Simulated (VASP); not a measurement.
GaP, 2 atoms in the cell. It takes space group F-43m (No. 216, cubic). Conventional cell: a = 5.282 Å, b = 5.282 Å, c = 5.282 Å, α = 90.00°, β = 90.00°, γ = 90.00°. Ga (site symmetry -43m) has 4 P at 2.29 Å within 3.0 Å. Within 3.0 Å of P (site symmetry -43m) lie 4 Ga at 2.29 Å.  This cell differs from its parent crystal: volume scaled by 0.91.

```yaml
Program: VASP 6.6.1
Task: single point
Functional: r2SCAN
Potentials_or_basis: VASP PAW PBE potentials, release 64 (Ga_d, P)
Cutoff: 520 eV
k_mesh: 8 × 8 × 8
Occupations: gaussian, width 0.02 eV
Spin: no spin polarisation
Dipole_correction: no
Further_INCAR_settings: ALGO = Normal; EDIFF = 1e-06; NBANDS = 16
```

Potentials or basis: VASP PAW PBE potentials, release 64 (Ga_d, P).

Launch:

```bash
$ cat potpaw_PBE.64/Ga_d/POTCAR potpaw_PBE.64/P/POTCAR > POTCAR
$ cp INCAR.step1 INCAR
$ mpirun -np 1 vasp_std > vasp.out
$ cp INCAR.step2 INCAR
$ mpirun -np 1 vasp_std > vasp.out
```

Hardware: 1 thread of Intel(R) Xeon(R) Platinum 8259CL CPU @ 2.50GHz (Skylake/Cascade Lake) (shared host).

Problem. Estimate the wall time of this run.

Solution. It took 58 s on 1 thread of Intel(R) Xeon(R) Platinum 8259CL CPU @ 2.50GHz (Skylake/Cascade Lake) (shared host), peak memory 0.17 GiB. Counts: k points 29.
